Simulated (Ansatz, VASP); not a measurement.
**One calculation of TaN, two programs**

The input INCAR:

```
SYSTEM = TaN
ALGO = Normal
EDIFF = 1E-6
ENCUT = 700
GGA_COMPAT = .False.
ISIF = 2
ISMEAR = 0
LASPH = .True.
LCHARG = .True.
LELF = .True.
LREAL = .False.
LVHAR = .True.
LWAVE = .False.
NBANDS = 16
NELM = 120
PREC = Accurate
SIGMA = 0.1
```

KPOINTS

```
k-points
0
Gamma
  6 6 6
  0 0 0
```

POSCAR

```
TaN
1.0
    2.9379988584      0.0000000000      0.0000000000
   -1.4689994292      2.5443816477      0.0000000000
    0.0000000000      0.0000000000      2.8830000000
Ta N
1 1
Direct
    0.3333333333      0.6666666667      0.5000000000
    0.0000000000      0.0000000000      0.0000000000
```

Input for Ansatz:

```yaml
crystal:
  lattice:
    - [2.9379988584, 0.0, 0.0]
    - [-1.4689994292, 2.5443816477, 0.0]
    - [0.0, 0.0, 2.883]
  atoms:
    - { symbol: Ta, position: [0.3333333333, 0.6666666667, 0.5] }
    - { symbol: "N", position: [0.0, 0.0, 0.0] }
basis:
  ecutwfc: 650.0
kpoints:
  mp_grid: { grid: [6, 6, 6] }
hamiltonian:
  xc: lda
scf:
  occupations: { method: gaussian, width: 0.1 }
output:
  forces: true
  stress: true
  eigenvalues: true
```

Alike in both runs: task single point; functional LDA; k mesh 6 × 6 × 6; occupations gaussian, width 0.1 eV; no spin polarisation.

|  | VASP | Ansatz |
| --- | --- | --- |
| version | VASP 6.6.1 | Ansatz 0.2.0 |
| potentials or method | VASP PAW LDA potentials, release 64 (Ta_sv_GW, N), cutoff 700 eV | scalar-relativistic, plane waves, PAW |
| valence electrons in the cell | 18 | 18 |

Ansatz gave:

| Property | Result |
| --- | --- |
| gap on the k mesh at the Fermi level (eV) | none |
| pressure (GPa) | -11.5 |
| traceless stress, the component that is largest in VASP (GPa) | -1.08 |

Task: Which values does VASP return?

Result: gap on the k mesh at the Fermi level (eV): none; pressure (GPa): -10.6; traceless stress, the component that is largest in VASP (GPa): -1.00.

LDA's correlation is that of Perdew and Zunger in VASP and of Perdew and Wang (1992) in Ansatz. A gap of «none» marks a metal or a gap that the smearing closes.

The k mesh is coarse, so the values compare programs but aren't converged. Neither program's run includes spin-orbit coupling.
